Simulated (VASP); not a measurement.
The system is C.

```
C
1.0
    -1.40625    1.40625    1.40625
     1.40625   -1.40625    1.40625
     1.40625    1.40625   -1.40625
C
1
Cartesian
  0.0000 0.0000 0.0000
```

| Quantity | Value |
| --- | --- |
| Program | VASP 6.6.1 |
| Task | relaxation of cell and atoms |
| Functional | PBE |
| Dispersion | D4 |
| Potentials or basis | VASP PAW PBE potentials, release 64 (C) |
| Cutoff | 600 eV |
| k mesh | 16 × 16 × 16 |
| Occupations | fermi-dirac, width 0.03 eV |
| Spin | no spin polarisation |

At the start: pressure -34.5 GPa; volume 11.12 Å³/atom.

Task: Where does the relaxation end?

Result: Over 12 steps the energy falls by 657.7 meV/atom and the volume is 6.70 Å³/atom (-39.8 %); space group Im-3m (No. 229, to 0.05 Å).

Step by step:
| step | energy change (eV) | largest force (eV/Å) | pressure (GPa) | volume (Å³) |
| --- | --- | --- | --- | --- |
| 1 | 0.0000 | 0.0000 | -34.46 | 11.12 |
| 2 | -0.5788 | 0.0000 | -13.54 | 7.70 |
| 3 | -0.6385 | 0.0000 | -11.79 | 7.03 |
| 4 | -0.5597 | 0.0000 | 28.34 | 5.81 |
| 5 | -0.6504 | 0.0000 | 30.44 | 6.61 |
| 6 | -0.6477 | 0.0000 | -11.05 | 6.91 |
| 7 | -0.6563 | 0.0000 | -6.22 | 6.76 |
| 8 | -0.6575 | 0.0000 | 3.25 | 6.68 |
| 9 | -0.6531 | 0.0000 | -9.14 | 6.82 |
| 10 | -0.6576 | 0.0000 | -0.56 | 6.70 |
| 11 | -0.6577 | 0.0000 | -0.15 | 6.70 |
| 12 | -0.6577 | 0.0000 | 0.06 | 6.70 |

Final structure:
```xyz
1
Lattice="-1.1874 1.1874 1.1874 1.1874 -1.1874 1.1874 1.1874 1.1874 -1.1874" Properties=species:S:1:pos:R:3 pbc="T T T"
C     0.0000    0.0000    0.0000
```

Caveat: the volume moved by over 15 % at a fixed basis, so the end points are rough; pairwise dispersion overbinds metals, which lowers pressure and volume.
